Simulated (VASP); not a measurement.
MoI: single point with PBE

The system is MoI.

```
CELL_PARAMETERS angstrom
0.00000 3.13589 3.13589
3.13589 0.00000 3.13589
3.13589 3.13589 0.00000
ATOMIC_POSITIONS crystal
Mo 0.00000 0.00000 0.00000
I 0.75000 0.75000 0.75000
```

This cell differs from its parent crystal: volume scaled by 0.96.

- Program: VASP 6.6.1
- Task: single point
- Functional: PBE
- Potentials or basis: VASP PAW PBE potentials, release 64 (Mo_sv, I)
- Cutoff: 520 eV
- k mesh: 7 × 7 × 7
- Occupations: fermi-dirac, width 0.05 eV
- Spin: no spin polarisation

The pressure is -5.7 GPa.

Levels at points of the mesh, in eV from the Fermi level:
| k point | band 7 | band 8 | band 9 | band 10 | band 11 | band 12 | band 13 | band 14 |
| --- | --- | --- | --- | --- | --- | --- | --- | --- |
| (0.00, 0.00, 0.00) | -4.99 | -4.99 | -0.46 | -0.46 | 0.59 | 2.68 | 2.68 | 2.68 |

Run time: 18 s on 1 thread of Intel(R) Xeon(R) Platinum 8259CL CPU @ 2.50GHz (Skylake/Cascade Lake) (shared host), peak memory 0.2 GiB.

Caveat: spin-orbit coupling is left out, which moves the levels of the heavy elements; an odd number of electrons without spin polarisation forces a metal; a magnetic or distorted state may lie lower.
